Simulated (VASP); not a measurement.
# Al3N in VASP: notebook

Al3N is run at these levels: r2SCAN; tasks: single point.

Everything below comes from runs of VASP 6.6.1. Logs are shortened: lines on timing, memory, paths and dates and some standing lists are left out, and cuts for length are marked.

## (1) The cell of the first run

The cell holds a slab with vacuum, 4 atoms: a = 2.823 Å, b = 2.823 Å, c = 19.601 Å, α = 90.00°, β = 90.00°, γ = 90.00°.

## (2) Single point, r2SCAN

POSCAR reads:

```
Al3N
1.0
    2.8227735241      0.0000000000      0.0000000000
    0.0000000000      2.8227735241      0.0000000000
    0.0000000000      0.0000000000     19.6006973085
Al N
3 1
Direct
    0.5000000000      0.5000000000      0.2040743723
    0.0000000000      0.0000000000      0.3086652017
    0.5000000000      0.5000000000      0.4132861796
    0.5000000000      0.8333333333      0.4879783200
```

INCAR.step1 reads:

```
SYSTEM = Al3N
PREC = Accurate
ENCUT = 520
ISMEAR = 0
SIGMA = 0.1
LREAL = .FALSE.
LASPH = .TRUE.
NELM = 80
LDIPOL = .TRUE.
IDIPOL = 3
DIPOL = 0.5 0.5 0.354
NBANDS = 15
GGA = PE
ALGO = Normal
EDIFF = 1E-4
LWAVE = .TRUE.
LCHARG = .FALSE.
```

INCAR.step2 reads:

```
SYSTEM = Al3N
PREC = Accurate
ENCUT = 520
EDIFF = 1E-6
ISMEAR = 0
SIGMA = 0.1
LREAL = .FALSE.
LASPH = .TRUE.
NELM = 80
ALGO = Normal
ISIF = 2
LWAVE = .FALSE.
LCHARG = .TRUE.
LDIPOL = .TRUE.
IDIPOL = 3
DIPOL = 0.5 0.5 0.354
METAGGA = R2SCAN
LMIXTAU = .TRUE.
LELF = .TRUE.
LVHAR = .TRUE.
LVACPOTAV = .TRUE.
NBANDS = 15
ISTART = 1
```

KPOINTS reads:

```
regular mesh
0
G
  9 9 1
  0 0 0
```

Potentials or basis: VASP PAW PBE potentials, release 64 (Al, N).

The run is started by

```console
$ cat potpaw_PBE.64/Al/POTCAR potpaw_PBE.64/N/POTCAR > POTCAR
$ cp INCAR.step1 INCAR
$ mpirun -np 1 vasp_std > vasp.out
$ cp INCAR.step2 INCAR
$ mpirun -np 1 vasp_std > vasp.out
```

OUTCAR:

```text
SYSTEM = Al3N
   PREC = Accurate
   ENCUT = 520
   EDIFF = 1E-6
   ISMEAR = 0
   LREAL = .FALSE.
   LASPH = .TRUE.
   NELM = 80
   ISIF = 2
   METAGGA = R2SCAN
   ISTART = 1

 ion  position               nearest neighbor table
   1  0.500  0.500  0.204-   2 2.86   2 2.86   2 2.86   2 2.86
   2  0.000  0.000  0.309-   1 2.86   1 2.86   1 2.86   1 2.86   3 2.86   3 2.86   3 2.86   3 2.86

   3  0.500  0.500  0.413-   4 1.74   4 2.38   2 2.86   2 2.86   2 2.86   2 2.86
   4  0.500  0.833  0.488-   3 1.74   3 2.38

  LATTYP: Found a simple tetragonal cell.
 ALAT       =     2.8227735241
 C/A-ratio  =     6.9437725489

  Lattice vectors:

 A1 = (   2.8227735241,   0.0000000000,   0.0000000000)
 A2 = (   0.0000000000,   2.8227735241,   0.0000000000)
 A3 = (   0.0000000000,   0.0000000000,  19.6006973085)

Analysis of symmetry for initial positions (statically):
=====================================================================
 Subroutine PRICEL returns:
 Original cell was already a primitive cell.

 Routine SETGRP: Setting up the symmetry group for a
 simple tetragonal supercell.

 Subroutine GETGRP returns: Found  2 space group operations
 (whereof  2 operations were pure point group operations)
 out of a pool of 16 trial point group operations.

The static configuration has the point symmetry C_1h.

Analysis of symmetry for dynamics (positions and initial velocities):
=====================================================================
 Subroutine PRICEL returns:
 Original cell was already a primitive cell.

 Routine SETGRP: Setting up the symmetry group for a
 simple tetragonal supercell.

 Subroutine GETGRP returns: Found  2 space group operations
 (whereof  2 operations were pure point group operations)
 out of a pool of 16 trial point group operations.

The dynamic configuration has the point symmetry C_1h.

 Subroutine INISYM returns: Found  2 space group operations
 (whereof  2 operations are pure point group operations),
 and found     1 'primitive' translations

----------------------------------------------------------------------------------------

                                     Primitive cell

  volume of cell :     156.1793

  direct lattice vectors                    reciprocal lattice vectors
     2.822773524  0.000000000  0.000000000     0.354261506  0.000000000  0.000000000
     0.000000000  2.822773524  0.000000000     0.000000000  0.354261506  0.000000000
     0.000000000  0.000000000 19.600697308     0.000000000  0.000000000  0.051018593

  length of vectors
     2.822773524  2.822773524 19.600697308     0.354261506  0.354261506  0.051018593

  position of ions in fractional coordinates (direct lattice)
     0.500000000  0.500000000  0.204074372
     0.000000000  0.000000000  0.308665202
     0.500000000  0.500000000  0.413286180
     0.500000000  0.833333333  0.487978320

  ion indices of the primitive-cell ions
   primitive index   ion index
                 1           1
                 2           2
                 3           3
                 4           4

----------------------------------------------------------------------------------------

 KPOINTS: regular mesh

Automatic generation of k-mesh.
 Grid dimensions read from file:
 generate k-points for:    9    9    1

 Generating k-lattice:

  Cartesian coordinates                     Fractional coordinates (reciprocal lattice)
     0.039362390  0.000000000  0.000000000     0.111111111  0.000000000  0.000000000
     0.000000000  0.039362390  0.000000000     0.000000000  0.111111111  0.000000000
     0.000000000  0.000000000  0.051018593     0.000000000  0.000000000  1.000000000

  Length of vectors
     0.039362390  0.039362390  0.051018593

  Shift w.r.t. Gamma in fractional coordinates (k-lattice)
     0.000000000  0.000000000  0.000000000

 Subroutine IBZKPT returns following result:
 ===========================================

 Found     25 irreducible k-points:

 Following reciprocal coordinates:
            Coordinates               Weight
  0.000000  0.000000  0.000000      1.000000
  0.111111  0.000000  0.000000      2.000000
  0.000000  0.111111  0.000000      2.000000
  0.222222  0.000000  0.000000      2.000000
  0.000000  0.222222  0.000000      2.000000
  0.333333  0.000000  0.000000      2.000000
[... 16 lines left out ...]
  0.444444  0.333333  0.000000      4.000000
 -0.333333  0.444444  0.000000      4.000000
   k-points           NKPTS =     25   k-points in BZ     NKDIM =     25   number of bands    NBANDS=     15
   number of dos      NEDOS =    301   number of ions     NIONS =      4
   total plane-waves  NPLWV =  86400
   dimension x,y,z NGX =    24 NGY =   24 NGZ =  150
   dimension x,y,z NGXF=    48 NGYF=   48 NGZF=  300
   ions per type =               3   1
   NGX,Y,Z   is equivalent  to a cutoff of  14.13, 14.13, 12.72 a.u.
   NGXF,Y,Z  is equivalent  to a cutoff of  28.27, 28.27, 25.44 a.u.
 SYSTEM =  Al3N
   PREC   = accura    normal or accurate (medium, high low for compatibility)
   ISTART =      1    job   : 0-new  1-cont  2-samecut
   ICHARG =      0    charge: 1-file 2-atom 10-const
   ISPIN  =      1    spin polarized calculation?
   LNONCOLLINEAR =      F non collinear calculations
   LSORBIT =      F    spin-orbit coupling
   LASPH  =      T    aspherical Exc in radial PAW
   ENCUT  =  520.0 eV  38.22 Ry    6.18 a.u.   5.25  5.25 36.44*2*pi/ulx,y,z
   NELM   =     80;   NELMIN=  2; NELMDL=  0     # of ELM steps
   EDIFF  = 0.1E-05   stopping-criterion for ELM
   LREAL  =      F    real-space projection
   EDIFFG = 0.1E-04   stopping-criterion for IOM
   NSW    =      0    number of steps for IOM
   IBRION =     -1    ionic relax: 0-MD 1-quasi-New 2-CG
   NFREE  =      0    steps in history (QN), initial steepest desc. (CG)
   ISIF   =      2    stress and relaxation
   ISYM   =      2    0-nonsym 1-usesym 2-fastsym
   POTIM  = 0.5000    time-step for ionic-motion
   TEBEG  =    0.0;   TEEND  =   0.0 temperature during run
   PSTRESS=    0.0 pullay stress
   NELECT =      14.0000    total number of electrons
   NUPDOWN=      -1.0000    fix difference up-down
   EMIN   =  10.00;   EMAX   =-10.00  energy-range for DOS
   EFERMI =   0.00;   METHOD = LEGACY
   ISMEAR =     0;   SIGMA  =   0.10  broadening in eV -4-tet -1-fermi 0-gaus
   EFERMI_NEDOS =   21; number of points for ismear=-14 and -15
   IALGO  =     38    algorithm
   IMIX   =      4    mixing-type and parameters
     AMIX     =   0.40;   BMIX     =  1.00
     AMIX_MAG =   1.60;   BMIX_MAG =  1.00
  volume/ion in A,a.u.               =      39.04       263.49
  Fermi-wavevector in a.u.,A,eV,Ry     =   0.732672  1.384549  7.303721  0.536808
  Thomas-Fermi vector in A             =   1.825193
   LORBIT       =      0    0 simple, 1 ext, 2 COOP (PROOUT), +10 PAW based schemes
   METAGGA = R2SCAN    functional components
   LHFCALC =     F    Hartree Fock is set to
   AEXX    =    0.0000 exact exchange contribution
   IVDW    =     0    specifies the selected vdW correction
   LEPSILON=     F    determine dielectric tensor
   LRPA    =     F    only Hartree local field effects (RPA)
 non-spin polarized calculation
 Gauss-broadening in eV      SIGMA  =   0.10
  energy-cutoff  :      520.00
  volume of cell :      156.18
 maximum number of plane-waves:      4249
 NGX is ok and might be reduce to    24
   NGX = 11   NGY = 11   NGZ = 73

 number of electron      14.0000001 magnetization

 dipolmoment           0.000000      0.000000      0.191102 electrons x Angstroem

 Free energy of the ion-electron system (eV)
  ---------------------------------------------------
  ext. energy  EPLUGINS =         0.00000000
  ---------------------------------------------------
  free energy    TOTEN  =       -25.49715376 eV

  energy without entropy =      -25.48302883  energy(sigma->0) =      -25.49009130

 E-fermi :  -1.5555     XC(G=0):  -4.8147

 val. band max:       -1.5660948670   @ k =   0.4444   0.3333   0.0000
 cond. band min:      -1.5091029789   @ k =  -0.2222   0.3333   0.0000
 fundamental gap:      0.0569918882
 Fermi energy:        -1.5554891768

 k-point     1 :       0.0000    0.0000    0.0000
  band No.  band energies     occupation
      1     -16.4005      2.00000
      2     -12.5924      2.00000
      3      -9.8370      2.00000
      4      -6.0048      2.00000
      5      -3.3803      2.00000
      6      -1.2381      0.00001
      7      -0.6806      0.00000
      8       0.0039      0.00000
      9       2.6187      0.00000
     10       4.0610      0.00000
     11       4.9462      0.00000
     12       5.4798      0.00000
     13       5.5239      0.00000
     14       5.9184      0.00000
     15       7.2265      0.00000

 k-point     2 :       0.1111    0.0000    0.0000
  band No.  band energies     occupation
      1     -16.2959      2.00000
      2     -12.3558      2.00000
      3      -9.6121      2.00000
      4      -5.7992      2.00000
      5      -3.2488      2.00000
      6      -1.4649      0.19998
      7      -1.1437      0.00000
      8       0.2736      0.00000
      9       2.1262      0.00000
     10       2.8869      0.00000
     11       4.1557      0.00000
     12       4.8988      0.00000
     13       5.6872      0.00000
     14       6.1550      0.00000
     15       7.1151      0.00000

 k-point     3 :       0.0000    0.1111    0.0000
  band No.  band energies     occupation
      1     -16.2850      2.00000
      2     -12.3558      2.00000
      3      -9.6120      2.00000
      4      -5.8000      2.00000
      5      -3.2592      2.00000
      6      -1.9405      2.00000
      7      -0.6246      0.00000
      8       0.2152      0.00000
      9       2.0093      0.00000
     10       2.9023      0.00000
     11       4.3142      0.00000
     12       4.7170      0.00000
     13       5.7303      0.00000
     14       6.2071      0.00000
     15       7.0598      0.00000

 k-point     4 :       0.2222    0.0000    0.0000
  band No.  band energies     occupation
      1     -16.0150      2.00000
      2     -11.6482      2.00000
      3      -8.9442      2.00000
      4      -5.2161      2.00000
      5      -3.0602      2.00000
      6      -2.6488      2.00000
      7      -1.1632      0.00000
      8      -1.0080      0.00000
      9       0.9561      0.00000
     10       1.5737      0.00000
     11       3.6419      0.00000
     12       5.1070      0.00000
     13       5.5917      0.00000
     14       6.3181      0.00000
     15       6.8570      0.00000
[... 307 lines left out ...]
 k-point    22 :       0.3333    0.3333    0.0000
  band No.  band energies     occupation
      1     -14.9426      2.00000
      2      -8.3863      2.00000
      3      -5.9511      2.00000
      4      -4.0218      2.00000
      5      -3.3431      2.00000
      6      -3.0568      2.00000
      7      -2.5153      2.00000
      8      -1.1289      0.00000
      9      -0.8162      0.00000
     10       0.0220      0.00000
     11       1.6624      0.00000
     12       2.9907      0.00000
     13       3.9484      0.00000
     14       4.2988      0.00000
     15       5.5564      0.00000

 k-point    23 :       0.4444    0.3333    0.0000
  band No.  band energies     occupation
      1     -14.7302      2.00000
      2      -6.8040      2.00000
      3      -4.9626      2.00000
      4      -4.6605      2.00000
      5      -3.7402      2.00000
      6      -3.4204      2.00000
      7      -2.5736      2.00000
      8      -1.5661      1.11923
      9      -0.1783      0.00000
     10       0.5041      0.00000
     11       1.6898      0.00000
     12       2.0347      0.00000
     13       2.3475      0.00000
     14       4.0683      0.00000
     15       4.8611      0.00000

 k-point    24 :      -0.3333    0.4444    0.0000
  band No.  band energies     occupation
      1     -14.6917      2.00000
      2      -6.8191      2.00000
      3      -5.2426      2.00000
      4      -4.6827      2.00000
      5      -4.0135      2.00000
      6      -2.8655      2.00000
      7      -2.5643      2.00000
      8      -1.4815      0.29533
      9      -0.3133      0.00000
     10       0.3616      0.00000
     11       1.6230      0.00000
     12       2.1552      0.00000
     13       2.6688      0.00000
     14       4.0151      0.00000
     15       4.3454      0.00000

 [... further k-points ...]

------------------------ aborting loop because EDIFF is reached ----------------------------------------

  FORCE on cell =-STRESS in cart. coord.  units (eV):
  Direction    XX          YY          ZZ          XY          YZ          ZX
  --------------------------------------------------------------------------------------
  -------------------------------------------------------------------------------------
  Total       -2.3403609     -2.0159174      0.6229140      0.0000000      3.2375695      0.0000000
  in kB      -24.0087647    -20.6804375      6.3902091      0.0000000     33.2128455      0.0000000
  external PRESSURE =     -12.7663310 kB  Pullay stress =       0.0000000 kB

 VOLUME and BASIS-vectors are now :
 -----------------------------------------------------------------------------
  energy-cutoff  :      520.00
  volume of cell :      156.18
      direct lattice vectors                 reciprocal lattice vectors
     2.822773524  0.000000000  0.000000000     0.354261506  0.000000000  0.000000000
     0.000000000  2.822773524  0.000000000     0.000000000  0.354261506  0.000000000
     0.000000000  0.000000000 19.600697308     0.000000000  0.000000000  0.051018593

 POSITION                                       TOTAL-FORCE (eV/Angst)
 -----------------------------------------------------------------------------------
      1.41139      1.41139      4.00000         0.000000      0.017328     -0.134946
      0.00000      0.00000      6.05005         0.000000      0.074493      0.003861
      1.41139      1.41139      8.10070         0.000000     -2.456553      0.080437
      1.41139      2.35231      9.56472         0.000000      2.364732      0.050648
 -----------------------------------------------------------------------------------
    total drift:                               -0.000000     -0.000004     -0.000424

  FREE ENERGIE OF THE ION-ELECTRON SYSTEM (eV)
  ---------------------------------------------------
  free  energy   TOTEN  =       -25.4971537578 eV

  energy  without entropy=      -25.4830288333  energy(sigma->0) =      -25.49009130

 vacuum level on the upper side and lower side of the slab         7.143         2.802
```

Run time: 2.3 min. Hardware: 1 thread of Intel Xeon 6975P-C (Granite Rapids), shared host; peak memory 0.32 GiB.

Results:

| Quantity | Value |
| --- | --- |
| Free energy | -25.4972 eV |
| Largest force | 2.458 eV/Å |
| Band gap on the k mesh | zero (bands 7 and 8 overlap by 1.62 eV) |

Forces on the atoms (eV/Å):
```
Al   0.000  0.017 -0.135
Al   0.000  0.074  0.004
Al   0.000 -2.457  0.080
N    0.000  2.365  0.051
```

Caveat: the PAW data sets were made with another functional, which shifts forces and pressure a little.

## (3) Single point, r2SCAN

POSCAR: that of step 2 with these lines changed.

```diff
@@ -11,2 +11,2 @@
     0.5000000000      0.5000000000      0.4132861796
-    0.5000000000      0.8333333333      0.4879783200
+    0.5000000000      0.6666666667      0.5010087429
```

INCAR.step1 reads:

```
PREC = Accurate
ENCUT = 520
ISMEAR = 0
SIGMA = 0.1
LREAL = F
LASPH = T
NELM = 100
LDIPOL = T
IDIPOL = 3
DIPOL = 0.5 0.5 0.357
NBANDS = 15
GGA = PE
ALGO = Normal
EDIFF = 1E-4
LWAVE = T
LCHARG = F
```

INCAR.step2 reads:

```
PREC = Accurate
ENCUT = 520
EDIFF = 1E-6
ISMEAR = 0
SIGMA = 0.1
LREAL = F
LASPH = T
NELM = 100
ALGO = Normal
ISIF = 2
LWAVE = F
LCHARG = F
LDIPOL = T
IDIPOL = 3
DIPOL = 0.5 0.5 0.357
METAGGA = R2SCAN
LMIXTAU = T
NBANDS = 15
ISTART = 1
```

KPOINTS reads:

```
regular mesh
0
Gamma
  9 9 1
```

Potentials or basis: VASP PAW PBE potentials, release 64 (Al, N).

The run is started by

```console
$ cat potpaw_PBE.64/Al/POTCAR potpaw_PBE.64/N/POTCAR > POTCAR
$ cp INCAR.step1 INCAR
$ mpirun -np 1 vasp_std > vasp.out
$ cp INCAR.step2 INCAR
$ mpirun -np 1 vasp_std > vasp.out
```

OUTCAR:

```text
PREC = Accurate
   ENCUT = 520
   EDIFF = 1E-6
   ISMEAR = 0
   LREAL = F
   LASPH = T
   NELM = 100
   ISIF = 2
   METAGGA = R2SCAN
   ISTART = 1

 ion  position               nearest neighbor table
   1  0.500  0.500  0.204-   2 2.86   2 2.86   2 2.86   2 2.86
   2  0.000  0.000  0.309-   1 2.86   1 2.86   1 2.86   1 2.86   3 2.86   3 2.86   3 2.86   3 2.86

   3  0.500  0.500  0.413-   4 1.78   2 2.86   2 2.86   2 2.86   2 2.86
   4  0.500  0.667  0.501-   3 1.78

  LATTYP: Found a simple tetragonal cell.
 ALAT       =     2.8227735241
 C/A-ratio  =     6.9437725489
[... 635 lines left out ...]
  -------------------------------------------------------------------------------------
  Total       -2.5665521     -2.8595350      0.2125318      0.0000000      1.0487934      0.0000000
  in kB      -26.3291644    -29.3347513      2.1802733      0.0000000     10.7591241      0.0000000
  external PRESSURE =     -17.8278808 kB  Pullay stress =       0.0000000 kB

 VOLUME and BASIS-vectors are now :
 -----------------------------------------------------------------------------
  energy-cutoff  :      520.00
  volume of cell :      156.18
      direct lattice vectors                 reciprocal lattice vectors
     2.822773524  0.000000000  0.000000000     0.354261506  0.000000000  0.000000000
     0.000000000  2.822773524  0.000000000     0.000000000  0.354261506  0.000000000
     0.000000000  0.000000000 19.600697308     0.000000000  0.000000000  0.051018593

 POSITION                                       TOTAL-FORCE (eV/Angst)
 -----------------------------------------------------------------------------------
      1.41139      1.41139      4.00000         0.000000     -0.001024     -0.115281
      0.00000      0.00000      6.05005         0.000000      0.077145      0.193180
      1.41139      1.41139      8.10070         0.000000     -0.775441     -0.152848
      1.41139      1.88185      9.82012         0.000000      0.699319      0.074948
 -----------------------------------------------------------------------------------
    total drift:                                0.000000     -0.000549     -0.000650

  FREE ENERGIE OF THE ION-ELECTRON SYSTEM (eV)
  ---------------------------------------------------
  free  energy   TOTEN  =       -24.8804990200 eV

  energy  without entropy=      -24.8749686962  energy(sigma->0) =      -24.87773386

 vacuum level on the upper side and lower side of the slab         7.321         2.747
```

Wall time 2.6 min (1 thread of Intel Xeon 6975P-C (Granite Rapids), shared host); peak memory 0.31 GiB.

Results:

| Item | Value |
| --- | --- |
| Free energy | -24.8805 eV |
| Largest force | 0.790 eV/Å |
| Band gap on the k mesh | zero (bands 7 and 8 overlap by 1.49 eV) |

Forces on the atoms (eV/Å):
```
Al   0.000 -0.001 -0.115
Al   0.000  0.077  0.193
Al   0.000 -0.775 -0.153
N    0.000  0.699  0.075
```

Caveat: the PAW data sets were made with another functional, which shifts forces and pressure a little.

(Continued in part 2 of 2.)
